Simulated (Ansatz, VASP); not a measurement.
# Two plane-wave programs on Bi6Te

```
Bi Te
1.0
     9.12910    0.00000    0.00000
    -4.56455    7.90604    0.00000
     0.00000    0.00000    3.33879
Bi Te
6 1
Cartesian
  -1.6794 6.2403 0.0000
  0.0000 3.3315 0.0000
  1.6794 6.2403 0.0000
  6.2439 1.6658 0.0000
  4.5646 4.5745 0.0000
  2.8852 1.6658 0.0000
  0.0000 0.0000 0.0000
```

Alike in both runs: functional PBE; k mesh 3 × 3 × 3; occupations gaussian, width 0.2 eV; no spin polarisation.

Ansatz relaxed the structure, and its values are those at the end. VASP's run is a single point on that final structure, the one shown.

|  | VASP | Ansatz |
| --- | --- | --- |
| version | VASP 6.6.1 | Ansatz 0.2.0 |
| potentials or method | VASP PAW PBE potentials, release 64 (Bi_d, Te), cutoff 520 eV | scalar-relativistic, plane waves, PAW |
| valence electrons in the cell | 96 | 106 |

```tsv
	VASP	Ansatz	Ansatz less VASP
gap on the k mesh at the Fermi level (eV)	none	none	-
pressure (GPa)	-0.5	-0.5	+0.07
rms of the force components (eV/Å)	0.006	0.007	+0.0012
```

A gap of «none» marks a metal or a gap that the smearing closes. VASP's potentials hold 96 valence electrons a cell and Ansatz's 106, so a difference there can come from the potentials and not from the codes.

The k mesh is coarse, so the values compare programs but aren't converged. Spin-orbit coupling is off throughout.
